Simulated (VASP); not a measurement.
# W (Im-3m) in VASP: settings compared, part 2 of 3

VASP 6.6.1. The steps go on from the part before.

### 5 Relaxation of cell and atoms, BLYP

This run uses another cell than the first one, of 15.85 Å³/atom, 0.950 times its volume.

The input, INCAR:

```
SYSTEM = W
  AGGAC = 1.0
  AGGAX = 1.0
  ALDAC = 0.0
  ALDAX = 1.0
  ALGO = Normal
  EDIFF = 1E-6
  EDIFFG = -0.02
  ENCUT = 600
  GGA = B5
  IBRION = 2
  ISIF = 3
  ISMEAR = -1
  LASPH = .TRUE.
  LCHARG = .FALSE.
  LREAL = .FALSE.
  LWAVE = .FALSE.
  NELM = 100
  NSW = 80
  PREC = Accurate
  SIGMA = 0.05
```

The input, KPOINTS:

```
k-points
0
G
  12 12 12
  0 0 0
```

The input, POSCAR:

```
W
1.0
   -1.5823450000      1.5823450000      1.5823450000
    1.5823450000     -1.5823450000      1.5823450000
    1.5823450000      1.5823450000     -1.5823450000
W
1
Direct
    0.0000000000      0.0000000000      0.0000000000
```

Potentials or basis: VASP PAW PBE potentials, release 64 (W_sv).

Command:

```console
> cat potpaw_PBE.64/W_sv/POTCAR > POTCAR
> mpirun -np 1 vasp_std > vasp.out
```

OUTCAR:

```text
SYSTEM = W
   EDIFF = 1E-6
   EDIFFG = -0.02
   ENCUT = 600
   GGA = B5
   IBRION = 2
   ISIF = 3
   ISMEAR = -1
   LASPH = .TRUE.
   LREAL = .FALSE.
   NELM = 100
   NSW = 80
   PREC = Accurate

 ion  position               nearest neighbor table
   1  0.000  0.000  0.000-

  LATTYP: Found a body centered cubic cell.
 ALAT       =     3.1646900000

  Lattice vectors:

 A1 = (  -1.5823450000,   1.5823450000,   1.5823450000)
 A2 = (   1.5823450000,  -1.5823450000,   1.5823450000)
 A3 = (   1.5823450000,   1.5823450000,  -1.5823450000)

Analysis of symmetry for initial positions (statically):
=====================================================================
 Subroutine PRICEL returns:
 Original cell was already a primitive cell.

 Routine SETGRP: Setting up the symmetry group for a
 body centered cubic supercell.

 Subroutine GETGRP returns: Found 48 space group operations
 (whereof 48 operations were pure point group operations)
 out of a pool of 48 trial point group operations.

The static configuration has the point symmetry O_h .

Analysis of symmetry for dynamics (positions and initial velocities):
=====================================================================
 Subroutine PRICEL returns:
 Original cell was already a primitive cell.

 Routine SETGRP: Setting up the symmetry group for a
 body centered cubic supercell.

 Subroutine GETGRP returns: Found 48 space group operations
 (whereof 48 operations were pure point group operations)
 out of a pool of 48 trial point group operations.

The dynamic configuration has the point symmetry O_h .

 Subroutine INISYM returns: Found 48 space group operations
 (whereof 48 operations are pure point group operations),
 and found     1 'primitive' translations

----------------------------------------------------------------------------------------

                                     Primitive cell

  volume of cell :      15.8476

  direct lattice vectors                    reciprocal lattice vectors
    -1.582345000  1.582345000  1.582345000     0.000000000  0.315986716  0.315986716
[... 116 lines left out ...]
 non-spin polarized calculation
  energy-cutoff  :      600.00
  volume of cell :       15.85
 maximum number of plane-waves:       543
 NGX is ok and might be reduce to    24
   NGX = 11   NGY = 11   NGZ = 11

--------------------------------------- Ionic step        1  -------------------------------------------

 number of electron      14.0000001 magnetization

 Free energy of the ion-electron system (eV)
  ---------------------------------------------------
  ext. energy  EPLUGINS =         0.00000000
  ---------------------------------------------------
  free energy    TOTEN  =       -11.23624910 eV

  energy without entropy =      -11.23193663  energy(sigma->0) =      -11.23409286

------------------------ aborting loop because EDIFF is reached ----------------------------------------

  FORCE on cell =-STRESS in cart. coord.  units (eV):
  Direction    XX          YY          ZZ          XY          YZ          ZX
  --------------------------------------------------------------------------------------
  -------------------------------------------------------------------------------------
  Total        1.7227556      1.7227556      1.7227556      0.0000000     -0.0000000      0.0000000
  in kB      174.1689491    174.1689491    174.1689491      0.0000000     -0.0000000      0.0000000
  external PRESSURE =     174.1689491 kB  Pullay stress =       0.0000000 kB
[... 22 lines left out ...]
--------------------------------------- Ionic step        2  -------------------------------------------

 number of electron      14.0000002 magnetization

 E-fermi :   8.6749     XC(G=0): -11.7155

 val. band max:        8.6669185234   @ k =  -0.1667   0.1667   0.0833
 cond. band min:       8.7091458915   @ k =  -0.2500   0.3333   0.1667
 fundamental gap:      0.0422273681
 Fermi energy:         8.6749151719

 k-point     1 :       0.0000    0.0000    0.0000
  band No.  band energies     occupation
      1     -65.2576      2.00000
      2     -29.3285      2.00000
      3     -29.3285      2.00000
      4     -29.3285      2.00000
      5       0.7054      2.00000
      6       7.8184      2.00000
      7       7.8184      2.00000
      8       7.8184      2.00000
      9      10.4575      0.00000
     10      10.4575      0.00000
     11      22.9194      0.00000
[... 391 lines left out ...]
--------------------------------------- Ionic step        4  -------------------------------------------

 number of electron      13.9999999 magnetization

 Free energy of the ion-electron system (eV)
  ---------------------------------------------------
  ext. energy  EPLUGINS =         0.00000000
  ---------------------------------------------------
  free energy    TOTEN  =       -11.28417635 eV

  energy without entropy =      -11.27915305  energy(sigma->0) =      -11.28166470

 E-fermi :  11.1327     XC(G=0): -12.6783

 val. band max:       11.0990644422   @ k =  -0.1667   0.1667   0.1667
 cond. band min:      11.1551092521   @ k =   0.1667   0.0000   0.0000
 fundamental gap:      0.0560448100
 Fermi energy:        11.1326580176

 k-point     1 :       0.0000    0.0000    0.0000
  band No.  band energies     occupation
      1     -62.6212      2.00000
      2     -26.5286      2.00000
      3     -26.5286      2.00000
      4     -26.5286      2.00000
      5       2.0774      2.00000
      6       9.9754      2.00000
      7       9.9754      2.00000
      8       9.9754      2.00000
      9      13.2706      0.00000
     10      13.2706      0.00000
     11      25.7636      0.00000
[... 350 lines left out ...]
  FREE ENERGIE OF THE ION-ELECTRON SYSTEM (eV)
  ---------------------------------------------------
  free  energy   TOTEN  =       -11.2841763465 eV

  energy  without entropy=      -11.2791530540  energy(sigma->0) =      -11.28166470

 reached required accuracy - stopping structural energy minimisation
```

OSZICAR:

```text
N       E                     dE             d eps       ncg     rms          rms(c)
DAV:   1     0.859641869690E+02    0.85964E+02   -0.86067E+03  1592   0.159E+03
DAV:   2    -0.101015473965E+02   -0.96066E+02   -0.92599E+02  1710   0.358E+02
[... 29 lines left out ...]
   3 F= -.11283895E+02 E0= -.11281360E+02  d E =-.476463E-01
       N       E                     dE             d eps       ncg     rms          rms(c)
DAV:   1    -0.112866032190E+02   -0.27079E-02   -0.54558E-02  1620   0.365E+00    0.587E-01
DAV:   2    -0.112844667977E+02    0.21364E-02   -0.33198E-03  1614   0.779E-01    0.121E-01
DAV:   3    -0.112841681064E+02    0.29869E-03   -0.85183E-04  1656   0.382E-01    0.105E-01
DAV:   4    -0.112841767982E+02   -0.86918E-05   -0.21136E-05  1625   0.617E-02    0.106E-02
DAV:   5    -0.112841763465E+02    0.45164E-06   -0.12470E-06  1061   0.145E-02
   4 F= -.11284176E+02 E0= -.11281665E+02  d E =-.479272E-01
```

CONTCAR:

```text
W
   1.00000000000000
    -1.6127499781862180    1.6127499781862180    1.6127499781862180
     1.6127499781862180   -1.6127499781862180    1.6127499781862180
     1.6127499781862180    1.6127499781862180   -1.6127499781862180
  W
     1
Direct
     0.0000000000000000    0.0000000000000000    0.0000000000000000

  0.00000000E+00  0.00000000E+00  0.00000000E+00
```

Wall time 34 s (1 thread of AMD EPYC 9R45 (Zen 5), shared host); peak memory 0.13 GiB.

What came out:

* Free energy: -11.2842 eV
* Relaxed volume: 16.78 Å³/atom
* Relaxed cell: a = 2.793 Å, b = 2.793 Å, c = 2.793 Å, α = 109.47°, β = 109.47°, γ = 109.47°
* Space group after relaxing (to 0.05 Å): Im-3m (No. 229)
* Energy gained by relaxing: 47.9 meV/atom
* Ionic steps: 4
* Pressure after relaxing: -0.1 GPa
* Band gap on the k mesh: zero (band 7 reaches 15.86 eV, above the bottom of band 8 at 9.98 eV)

Step by step:
```
step  energy change (eV)  largest force (eV/Å)  pressure (GPa)  volume (Å³)
   1              0.0000                0.0000           17.42        15.85
   2              0.3657                0.0000          -33.47        20.14
   3             -0.0476                0.0000           -1.20        16.85
   4             -0.0479                0.0000           -0.11        16.78
```

Final structure:
```
W
1.0
    -1.61275    1.61275    1.61275
     1.61275   -1.61275    1.61275
     1.61275    1.61275   -1.61275
W
1
Direct
  0.00000 0.00000 0.00000
```

Levels at points of the mesh, in eV from the Fermi level:
```
           k point  band 4  band 5  band 6  band 7  band 8  band 9  band 10  band 11
(0.00, 0.00, 0.00)  -37.66   -9.06   -1.16   -1.16   -1.16    2.14     2.14    14.63
(0.50, 0.00, 0.00)  -37.67   -5.79   -3.28    0.86    1.98    2.87     5.62    10.23
(0.50, 0.50, 0.50)  -38.43   -5.28   -5.28    4.73    4.73    4.73     8.08     8.08
```

Caveat: the PAW data sets were made with another functional, which shifts forces and pressure a little; spin-orbit coupling is left out, which moves the levels of the heavy elements.

[end of part 2 of 3]
